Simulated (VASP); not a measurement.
# Ge (P1) in VASP: single point with PBE

Aim: the single point of Ge with PBE.

All numbers are computed with VASP 6.6.1; they aren't measurements. Logs are shortened: lines on timing, memory, paths and dates and some standing lists are left out, and cuts for length are marked.

**1. The cell of the first run**

The typed cell holds 4 atoms: a = 3.998 Å, b = 3.998 Å, c = 6.599 Å, α = 90.00°, β = 90.00°, γ = 120.00°.

**2. Single point, PBE (atoms moved at random)**

Contents of INCAR:

```
SYSTEM = Ge
ALGO = Normal
EDIFF = 1E-6
ENCUT = 520
GGA = PE
ISIF = 2
ISMEAR = -1
LASPH = .True.
LCHARG = .True.
LELF = .True.
LREAL = .False.
LVHAR = .True.
LWAVE = .False.
NBANDS = 36
NELM = 80
PREC = Accurate
SIGMA = 0.06
```

Contents of KPOINTS:

```
k-points
0
Gamma
  6 6 3
  0 0 0
```

Contents of POSCAR:

```
Ge
1.0
    3.9975858431      0.0000000000      0.0000000000
   -1.9987929216      3.4620108940      0.0000000000
    0.0000000000      0.0000000000      6.5993779500
Ge
4
Direct
    0.3267260000      0.6380710000      0.9339790000
    0.6898610000      0.3458880000      0.4303330000
    0.3260690000      0.6630860000      0.5680680000
    0.6945560000      0.3747200000      0.0795210000
```

Potentials or basis: VASP PAW PBE potentials, release 64 (Ge_d).

The run is started by

```sh
$ cat potpaw_PBE.64/Ge_d/POTCAR > POTCAR
$ mpirun -np 1 vasp_std > vasp.out
```

OUTCAR:

```text
SYSTEM = Ge
   EDIFF = 1E-6
   ENCUT = 520
   GGA = PE
   ISIF = 2
   ISMEAR = -1
   LASPH = .True.
   LREAL = .False.
   NELM = 80
   PREC = Accurate

 ion  position               nearest neighbor table
   1  0.327  0.638  0.934-   4 2.40   4 2.40   3 2.42   4 2.73
   2  0.690  0.346  0.430-   4 2.32   3 2.38   3 2.53   3 2.53
   3  0.326  0.663  0.568-   2 2.38   1 2.42   2 2.53   2 2.53
   4  0.695  0.375  0.080-   2 2.32   1 2.40   1 2.40   1 2.73

  LATTYP: Found a hexagonal cell.
 ALAT       =     3.9975858431
 C/A-ratio  =     1.6508408347

  Lattice vectors:

 A1 = (   3.9975858431,   0.0000000000,   0.0000000000)
 A2 = (  -1.9987929216,   3.4620108940,   0.0000000000)
 A3 = (   0.0000000000,   0.0000000000,   6.5993779500)

Analysis of symmetry for initial positions (statically):
=====================================================================
 Subroutine PRICEL returns:
 Original cell was already a primitive cell.

 Routine SETGRP: Setting up the symmetry group for a
 hexagonal supercell.

 Subroutine GETGRP returns: Found  1 space group operations
 (whereof  1 operations were pure point group operations)
 out of a pool of 24 trial point group operations.

The static configuration has the point symmetry C_1 .

Analysis of symmetry for dynamics (positions and initial velocities):
=====================================================================
 Subroutine PRICEL returns:
 Original cell was already a primitive cell.

 Routine SETGRP: Setting up the symmetry group for a
 hexagonal supercell.

 Subroutine GETGRP returns: Found  1 space group operations
 (whereof  1 operations were pure point group operations)
 out of a pool of 24 trial point group operations.

The dynamic configuration has the point symmetry C_1 .

 Subroutine INISYM returns: Found  1 space group operations
 (whereof  1 operations are pure point group operations),
 and found     1 'primitive' translations

----------------------------------------------------------------------------------------

                                     Primitive cell

  volume of cell :      91.3333

  direct lattice vectors                    reciprocal lattice vectors
     3.997585843  0.000000000  0.000000000     0.250150976  0.144424733  0.000000000
    -1.998792922  3.462010894  0.000000000     0.000000000  0.288849467  0.000000000
     0.000000000  0.000000000  6.599377950     0.000000000  0.000000000  0.151529433

  length of vectors
[... 81 lines left out ...]
   LNONCOLLINEAR =      F non collinear calculations
   LSORBIT =      F    spin-orbit coupling
   LASPH  =      T    aspherical Exc in radial PAW
   ENCUT  =  520.0 eV  38.22 Ry    6.18 a.u.   7.43  7.43 12.27*2*pi/ulx,y,z
   NELM   =     80;   NELMIN=  2; NELMDL= -5     # of ELM steps
   EDIFF  = 0.1E-05   stopping-criterion for ELM
   LREAL  =      F    real-space projection
   EDIFFG = 0.1E-04   stopping-criterion for IOM
   NSW    =      0    number of steps for IOM
   IBRION =     -1    ionic relax: 0-MD 1-quasi-New 2-CG
   NFREE  =      0    steps in history (QN), initial steepest desc. (CG)
   ISIF   =      2    stress and relaxation
   ISYM   =      2    0-nonsym 1-usesym 2-fastsym
   POTIM  = 0.5000    time-step for ionic-motion
   TEBEG  =    0.0;   TEEND  =   0.0 temperature during run
   PSTRESS=    0.0 pullay stress
   NELECT =      56.0000    total number of electrons
   NUPDOWN=      -1.0000    fix difference up-down
   EMIN   =  10.00;   EMAX   =-10.00  energy-range for DOS
   EFERMI =   0.00;   METHOD = LEGACY
   ISMEAR =    -1;   SIGMA  =   0.06  broadening in eV -4-tet -1-fermi 0-gaus
   EFERMI_NEDOS =   21; number of points for ismear=-14 and -15
   IALGO  =     38    algorithm
   IMIX   =      4    mixing-type and parameters
     AMIX     =   0.40;   BMIX     =  1.00
     AMIX_MAG =   1.60;   BMIX_MAG =  1.00
  volume/ion in A,a.u.               =      22.83       154.09
  Fermi-wavevector in a.u.,A,eV,Ry     =   1.390789  2.628209 26.317650  1.934293
  Thomas-Fermi vector in A             =   2.514690
   LORBIT       =      0    0 simple, 1 ext, 2 COOP (PROOUT), +10 PAW based schemes
   GGA     = PE    functional components
   LHFCALC =     F    Hartree Fock is set to
   AEXX    =    0.0000 exact exchange contribution
   IVDW    =     0    specifies the selected vdW correction
   LEPSILON=     F    determine dielectric tensor
   LRPA    =     F    only Hartree local field effects (RPA)
 non-spin polarized calculation
  energy-cutoff  :      520.00
  volume of cell :       91.33
 maximum number of plane-waves:      2491
 NGX is ok and might be reduce to    30
   NGX = 15   NGY = 15   NGZ = 25

 number of electron      55.9999988 magnetization

 Free energy of the ion-electron system (eV)
  ---------------------------------------------------
  ext. energy  EPLUGINS =         0.00000000
  ---------------------------------------------------
  free energy    TOTEN  =       -17.50421400 eV

  energy without entropy =      -17.49378190  energy(sigma->0) =      -17.49899795

 E-fermi :   5.0684     XC(G=0):  -9.8909

 val. band max:        5.0464930027   @ k =   0.0000   0.3333   0.3333
 cond. band min:       5.1103556790   @ k =  -0.3333   0.3333   0.3333
 fundamental gap:      0.0638626763
 Fermi energy:         5.0683749342

 k-point     1 :       0.0000    0.0000    0.0000
  band No.  band energies     occupation
      1     -20.0267      2.00000
      2     -20.0100      2.00000
      3     -19.9790      2.00000
      4     -19.9445      2.00000
      5     -19.9413      2.00000
      6     -19.9194      2.00000
[... 925 lines left out ...]
     35       9.9869      0.00000
     36      11.5172      0.00000

 [... further k-points ...]
[... 5 lines left out ...]
  --------------------------------------------------------------------------------------
  -------------------------------------------------------------------------------------
  Total        3.0611182     -0.6016071      4.7538890      0.7370342     -0.7167806      0.6904715
  in kB       53.6984134    -10.5534470     83.3931526     12.9291202    -12.5738301     12.1123129
  external PRESSURE =      42.1793730 kB  Pullay stress =       0.0000000 kB

 VOLUME and BASIS-vectors are now :
 -----------------------------------------------------------------------------
  energy-cutoff  :      520.00
  volume of cell :       91.33
      direct lattice vectors                 reciprocal lattice vectors
     3.997585843  0.000000000  0.000000000     0.250150976  0.144424733  0.000000000
    -1.998792922  3.462010894  0.000000000     0.000000000  0.288849467  0.000000000
     0.000000000  0.000000000  6.599377950     0.000000000  0.000000000  0.151529433

 POSITION                                       TOTAL-FORCE (eV/Angst)
 -----------------------------------------------------------------------------------
      0.03074      2.20901      6.16368        -0.074156      1.444015      0.546354
      2.06642      1.19747      2.83993        -0.907868     -0.509999      1.553428
     -0.02188      2.29561      3.74890         0.924201      0.473258     -0.528560
      2.02756      1.29728      0.52479         0.057823     -1.407274     -1.571223
 -----------------------------------------------------------------------------------
    total drift:                                0.000280      0.000368      0.000058

  FREE ENERGIE OF THE ION-ELECTRON SYSTEM (eV)
  ---------------------------------------------------
  free  energy   TOTEN  =       -17.5042140023 eV

  energy  without entropy=      -17.4937818990  energy(sigma->0) =      -17.49899795
```

It took 1.9 min on 1 thread of AMD EPYC 7R13 (Zen 3), shared host; peak memory 0.24 GiB.

What came out:

| Quantity | Value |
| --- | --- |
| Free energy | -17.5042 eV |
| Pressure | 4.2 GPa |
| Largest force | 2.110 eV/Å |
| Band gap on the k mesh | zero (band 28 reaches 5.26 eV, above the bottom of band 29 at 4.99 eV) |

Forces in eV/Å, atoms in the order of the input:
```
Ge  -0.074  1.444  0.546
Ge  -0.908 -0.510  1.553
Ge   0.924  0.473 -0.529
Ge   0.058 -1.407 -1.571
```

Caveat: the cell differs from its parent crystal (atoms moved at random); forces of over 1 eV/Å act on the atoms, so gaps and moduli don't describe the material at rest.
